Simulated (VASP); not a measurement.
# Ge (Cmmm) in VASP: a series of runs, part 2 of 2

VASP 6.6.1.

**3. Single point, PBEsol (strain -0.025 along x and y, +0.050 along z)**

INCAR reads:

```
  PREC = Accurate
  ENCUT = 520
  EDIFF = 1E-6
  ISMEAR = 0
  SIGMA = 0.15
  LREAL = F
  LASPH = T
  NELM = 100
  ALGO = Normal
  ISIF = 2
  LWAVE = F
  LCHARG = F
  GGA = PS
  NBANDS = 13
```

KPOINTS reads:

```
regular mesh
0
Gamma
  20 20 18
```

POSCAR reads:

```
Ge
1.0
    1.3622202750     -2.5355031000      0.0000000000
    1.3622202750      2.5355031000      0.0000000000
    0.0000000000      0.0000000000      2.8331425500
Ge
1
Direct
    0.5000000000      0.5000000000      0.0000000000
```

Potentials or basis: VASP PAW PBE potentials, release 64 (Ge_d).

Started as:

```console
$ cat potpaw_PBE.64/Ge_d/POTCAR > POTCAR
$ mpirun -np 1 vasp_std > vasp.out
```

OUTCAR:

```text
PREC = Accurate
   ENCUT = 520
   EDIFF = 1E-6
   ISMEAR = 0
   LREAL = F
   LASPH = T
   NELM = 100
   ISIF = 2
   GGA = PS

 ion  position               nearest neighbor table
   1  0.500  0.500  0.000-

  LATTYP: Found a base centered orthorhombic cell.
 ALAT       =     2.7244405500
 B/A-ratio  =     1.8613018368
 C/A-ratio  =     1.0398988335

  Lattice vectors:

 A1 = (   1.3622202750,  -2.5355031000,   0.0000000000)
 A2 = (   1.3622202750,   2.5355031000,   0.0000000000)
 A3 = (   0.0000000000,   0.0000000000,   2.8331425500)

Analysis of symmetry for initial positions (statically):
=====================================================================
 Subroutine PRICEL returns:
 Original cell was already a primitive cell.

 Routine SETGRP: Setting up the symmetry group for a
 base centered orthorhombic supercell.

 Subroutine GETGRP returns: Found  8 space group operations
 (whereof  8 operations were pure point group operations)
 out of a pool of  8 trial point group operations.

The static configuration has the point symmetry D_2h.

Analysis of symmetry for dynamics (positions and initial velocities):
=====================================================================
 Subroutine PRICEL returns:
 Original cell was already a primitive cell.

 Routine SETGRP: Setting up the symmetry group for a
 base centered orthorhombic supercell.

 Subroutine GETGRP returns: Found  8 space group operations
 (whereof  8 operations were pure point group operations)
 out of a pool of  8 trial point group operations.

The dynamic configuration has the point symmetry D_2h.

 Subroutine INISYM returns: Found  8 space group operations
 (whereof  8 operations are pure point group operations),
 and found     1 'primitive' translations

----------------------------------------------------------------------------------------

                                     Primitive cell

  volume of cell :      19.5709

  direct lattice vectors                    reciprocal lattice vectors
     1.362220275 -2.535503100  0.000000000     0.367047833 -0.197199522  0.000000000
     1.362220275  2.535503100  0.000000000     0.367047833  0.197199522  0.000000000
     0.000000000  0.000000000  2.833142550     0.000000000  0.000000000  0.352964943

  length of vectors
     2.878266848  2.878266848  2.833142550     0.416667449  0.416667449  0.352964943

  position of ions in fractional coordinates (direct lattice)
     0.500000000  0.500000000  0.000000000

  ion indices of the primitive-cell ions
   primitive index   ion index
                 1           1

----------------------------------------------------------------------------------------

 KPOINTS: regular mesh

Automatic generation of k-mesh.
 Grid dimensions read from file:
 generate k-points for:   20   20   18

 Generating k-lattice:

  Cartesian coordinates                     Fractional coordinates (reciprocal lattice)
     0.018352392 -0.009859976  0.000000000     0.050000000  0.000000000  0.000000000
     0.018352392  0.009859976  0.000000000     0.000000000  0.050000000  0.000000000
     0.000000000  0.000000000  0.019609164     0.000000000  0.000000000  0.055555556

  Length of vectors
     0.020833372  0.020833372  0.019609164

  Shift w.r.t. Gamma in fractional coordinates (k-lattice)
     0.000000000  0.000000000  0.000000000

 Subroutine IBZKPT returns following result:
 ===========================================

 Found   1110 irreducible k-points:

 Following reciprocal coordinates:
            Coordinates               Weight
  0.000000  0.000000  0.000000      1.000000
  0.050000  0.000000  0.000000      4.000000
  0.100000 -0.000000  0.000000      4.000000
  0.150000  0.000000  0.000000      4.000000
  0.200000 -0.000000  0.000000      4.000000
  0.250000  0.000000  0.000000      4.000000
[... 16 lines left out ...]
 -0.400000  0.050000  0.000000      4.000000
 -0.350000  0.050000  0.000000      4.000000
 [... further k-points ...]
   k-points           NKPTS =   1110   k-points in BZ     NKDIM =   1110   number of bands    NBANDS=     13
   number of dos      NEDOS =    301   number of ions     NIONS =      1
   total plane-waves  NPLWV =  13824
   dimension x,y,z NGX =    24 NGY =   24 NGZ =   24
   dimension x,y,z NGXF=    48 NGYF=   48 NGZF=   48
   ions per type =               1
   NGX,Y,Z   is equivalent  to a cutoff of  13.86, 13.86, 14.08 a.u.
   NGXF,Y,Z  is equivalent  to a cutoff of  27.72, 27.72, 28.17 a.u.
 SYSTEM =  unknown system
   PREC   = accura    normal or accurate (medium, high low for compatibility)
   ISTART =      0    job   : 0-new  1-cont  2-samecut
   ICHARG =      2    charge: 1-file 2-atom 10-const
   ISPIN  =      1    spin polarized calculation?
   LNONCOLLINEAR =      F non collinear calculations
   LSORBIT =      F    spin-orbit coupling
   LASPH  =      T    aspherical Exc in radial PAW
   ENCUT  =  520.0 eV  38.22 Ry    6.18 a.u.   5.35  5.35  5.27*2*pi/ulx,y,z
   NELM   =    100;   NELMIN=  2; NELMDL= -5     # of ELM steps
   EDIFF  = 0.1E-05   stopping-criterion for ELM
   LREAL  =      F    real-space projection
   EDIFFG = 0.1E-04   stopping-criterion for IOM
   NSW    =      0    number of steps for IOM
   IBRION =     -1    ionic relax: 0-MD 1-quasi-New 2-CG
   NFREE  =      0    steps in history (QN), initial steepest desc. (CG)
   ISIF   =      2    stress and relaxation
   ISYM   =      2    0-nonsym 1-usesym 2-fastsym
   POTIM  = 0.5000    time-step for ionic-motion
   TEBEG  =    0.0;   TEEND  =   0.0 temperature during run
   PSTRESS=    0.0 pullay stress
   NELECT =      14.0000    total number of electrons
   NUPDOWN=      -1.0000    fix difference up-down
   EMIN   =  10.00;   EMAX   =-10.00  energy-range for DOS
   EFERMI =   0.00;   METHOD = LEGACY
   ISMEAR =     0;   SIGMA  =   0.15  broadening in eV -4-tet -1-fermi 0-gaus
   EFERMI_NEDOS =   21; number of points for ismear=-14 and -15
   IALGO  =     38    algorithm
   IMIX   =      4    mixing-type and parameters
     AMIX     =   0.40;   BMIX     =  1.00
     AMIX_MAG =   1.60;   BMIX_MAG =  1.00
  volume/ion in A,a.u.               =      19.57       132.07
  Fermi-wavevector in a.u.,A,eV,Ry     =   1.464134  2.766812 29.166657  2.143689
  Thomas-Fermi vector in A             =   2.580146
   LORBIT       =      0    0 simple, 1 ext, 2 COOP (PROOUT), +10 PAW based schemes
   GGA     = PS    functional components
   LHFCALC =     F    Hartree Fock is set to
   AEXX    =    0.0000 exact exchange contribution
   IVDW    =     0    specifies the selected vdW correction
   LEPSILON=     F    determine dielectric tensor
   LRPA    =     F    only Hartree local field effects (RPA)
 non-spin polarized calculation
 Gauss-broadening in eV      SIGMA  =   0.15
  energy-cutoff  :      520.00
  volume of cell :       19.57
 maximum number of plane-waves:       544
 NGX is ok and might be reduce to    24
   NGX = 11   NGY = 11   NGZ = 11

 number of electron      13.9999990 magnetization

 Free energy of the ion-electron system (eV)
  ---------------------------------------------------
  ext. energy  EPLUGINS =         0.00000000
  ---------------------------------------------------
  free energy    TOTEN  =        -4.70281492 eV

  energy without entropy =       -4.69784949  energy(sigma->0) =       -4.70033221

 E-fermi :   6.0814     XC(G=0): -11.1899

 val. band max:        6.0583541156   @ k =  -0.3500   0.1000   0.2778
 cond. band min:       6.0817503559   @ k =   0.3000   0.0000   0.0000
 fundamental gap:      0.0233962404
 Fermi energy:         6.0813922715

 k-point     1 :       0.0000    0.0000    0.0000
  band No.  band energies     occupation
      1     -18.5580      2.00000
      2     -18.5261      2.00000
      3     -18.4664      2.00000
      4     -18.3706      2.00000
      5     -18.3509      2.00000
      6      -6.8393      2.00000
      7      10.9596      0.00000
      8      14.3060      0.00000
      9      14.8806      0.00000
     10      15.9595      0.00000
     11      19.3882      0.00000
     12      22.0707      0.00000
     13      22.0798      0.00000
[... 353 lines left out ...]
 k-point    24 :      -0.3500    0.0500    0.0000
  band No.  band energies     occupation
      1     -18.5384      2.00000
      2     -18.4618      2.00000
      3     -18.4064      2.00000
      4     -18.3981      2.00000
      5     -18.3790      2.00000
      6      -4.1256      2.00000
      7       5.3636      2.00000
      8      10.0968      0.00000
      9      13.4645      0.00000
     10      15.9649      0.00000
     11      17.9244      0.00000
     12      24.5545      0.00000
     13      25.9274      0.00000

 [... further k-points ...]
[... 5 lines left out ...]
  --------------------------------------------------------------------------------------
  -------------------------------------------------------------------------------------
  Total        0.1584625     -0.1530957     -1.2349223      0.0000000      0.0000000      0.0000000
  in kB       12.9726078    -12.5332499   -101.0974720      0.0000000      0.0000000      0.0000000
  external PRESSURE =     -33.5527047 kB  Pullay stress =       0.0000000 kB

 VOLUME and BASIS-vectors are now :
 -----------------------------------------------------------------------------
  energy-cutoff  :      520.00
  volume of cell :       19.57
      direct lattice vectors                 reciprocal lattice vectors
     1.362220275 -2.535503100  0.000000000     0.367047833 -0.197199522  0.000000000
     1.362220275  2.535503100  0.000000000     0.367047833  0.197199522  0.000000000
     0.000000000  0.000000000  2.833142550     0.000000000  0.000000000  0.352964943

 POSITION                                       TOTAL-FORCE (eV/Angst)
 -----------------------------------------------------------------------------------
      1.36222      0.00000      0.00000        -0.000000     -0.000000      0.000000
 -----------------------------------------------------------------------------------
    total drift:                               -0.000000     -0.000000     -0.000000

  FREE ENERGIE OF THE ION-ELECTRON SYSTEM (eV)
  ---------------------------------------------------
  free  energy   TOTEN  =        -4.7028149233 eV

  energy  without entropy=       -4.6978494909  energy(sigma->0) =       -4.70033221
```

stdout:

```text
POSCAR found type information on POSCAR Ge
 POSCAR found :  1 types and       1 ions
 scaLAPACK will be used
 -----------------------------------------------------------------------------
|                                                                             |
|                                                                             |
|     You enforced a specific xc type in the INCAR file but a different       |
|     I HOPE YOU KNOW WHAT YOU ARE DOING!                                     |
|                                                                             |
 -----------------------------------------------------------------------------

 LDA part: xc-table for (Slater+PW92), standard interpolation
 POSCAR, INCAR and KPOINTS ok, starting setup
 FFT: planning ... GRIDC
 FFT: planning ... GRID_SOFT
 FFT: planning ... GRID
 WAVECAR not read
 entering main loop
```

Run time: 2.8 min. Hardware: 1 thread of AMD EPYC 7R43 (Zen 3), shared host; peak memory 0.32 GiB.

What came out:

```yaml
Free_energy: -4.7028 eV
Pressure: -3.4 GPa
Band_gap_on_the_k_mesh: zero (band 7 reaches 11.53 eV, above the bottom of band 8 at 3.38 eV)
```

Caveat: the cell differs from its parent crystal (strain -0.025 along x and y, +0.050 along z); the PAW data sets were made with another functional, which shifts forces and pressure a little.

**4. Single point, PBEsol (strain +0.025 along x and y, -0.050 along z)**

INCAR reads:

```
SYSTEM = Ge
PREC     = Accurate       ! precision mode
ENCUT    = 520            ! plane-wave cutoff, eV
EDIFF    = 1E-7           ! SCF threshold, eV
ISMEAR   = 0              ! smearing method
SIGMA    = 0.15           ! smearing width, eV
LREAL    = .FALSE.        ! projectors in reciprocal space
LASPH    = .TRUE.         ! aspherical terms in the spheres
NELM     = 100            ! most SCF steps
ALGO     = Normal         ! electronic algorithm
ISIF     = 2              ! what is computed and relaxed
LWAVE    = .FALSE.        ! write WAVECAR
LCHARG   = .FALSE.        ! write CHGCAR
GGA      = PS             ! functional
NBANDS   = 13             ! bands
```

KPOINTS reads:

```
regular mesh
0
G
  20 20 18
  0 0 0
```

POSCAR reads:

```
Ge
1.0
    1.4320777250     -2.6655289000      0.0000000000
    1.4320777250      2.6655289000      0.0000000000
    0.0000000000      0.0000000000      2.5633194500
Ge
1
Direct
    0.5000000000      0.5000000000      0.0000000000
```

Started as:

```console
$ cat potpaw_PBE.64/Ge_d/POTCAR > POTCAR
$ mpirun -np 1 vasp_std > vasp.out
```

Wall time 2.8 min (1 thread of AMD EPYC 7R43 (Zen 3), shared host); peak memory 0.31 GiB.

Results (log left out):

* Free energy: -4.6969 eV
* Pressure: -3.3 GPa
* Band gap on the k mesh: zero (band 7 reaches 12.21 eV, above the bottom of band 8 at 3.03 eV)

Stress tensor (GPa, compression positive):
```
-6.72  0.00  0.00
 0.00 -8.22  0.00
 0.00  0.00  4.93
```

Levels at points of the mesh, in eV from the Fermi level:
```
           k point  band 4  band 5  band 6  band 7  band 8  band 9  band 10  band 11
(0.00, 0.00, 0.00)  -24.49  -24.47  -12.94    6.01    7.38    8.67    10.53    12.16
(0.50, 0.00, 0.00)  -24.51  -24.49   -8.41   -5.39    2.68    6.74    12.14    17.95
(0.50, 0.50, 0.00)  -24.52  -24.48   -9.19   -5.58    4.32    8.32    11.53    17.20
(0.00, 0.00, 0.50)  -24.58  -24.46   -8.26   -5.74    9.57   10.93    14.99    15.90
(0.50, 0.00, 0.50)  -24.52  -24.38   -3.29   -2.17   -1.60    3.66     6.28    11.68
(0.50, 0.50, 0.50)  -24.52  -24.40   -4.18   -2.74   -1.72    3.33     7.93    13.38
```

Caveat: the cell differs from its parent crystal (strain +0.025 along x and y, -0.050 along z); the PAW data sets were made with another functional, which shifts forces and pressure a little.

**5. The runs side by side**

```tsv
cell	gap on the mesh (eV)	pressure (GPa)
a = 2.878, b = 2.878, c = 2.766 Å, angles 90.0, 90.0, 123.5°, 1 atom	none	-2.3
a = 2.878, b = 2.878, c = 2.833 Å, angles 90.0, 90.0, 123.5°, 1 atom	none	-3.4
a = 3.026, b = 3.026, c = 2.563 Å, angles 90.0, 90.0, 123.5°, 1 atom	none	-3.3
```

Alike in all rows: task single point; level PBEsol; potentials or basis VASP PAW PBE potentials, release 64 (Ge_d); no spin polarisation; k mesh 20 × 20 × 18; cutoff (eV) 520; smearing gaussian 0.15 eV.

Caveats: the PAW data sets were made with another functional, which shifts forces and pressure a little.

Total energies depend on the potentials used, so only differences within one code and one set of settings carry meaning.
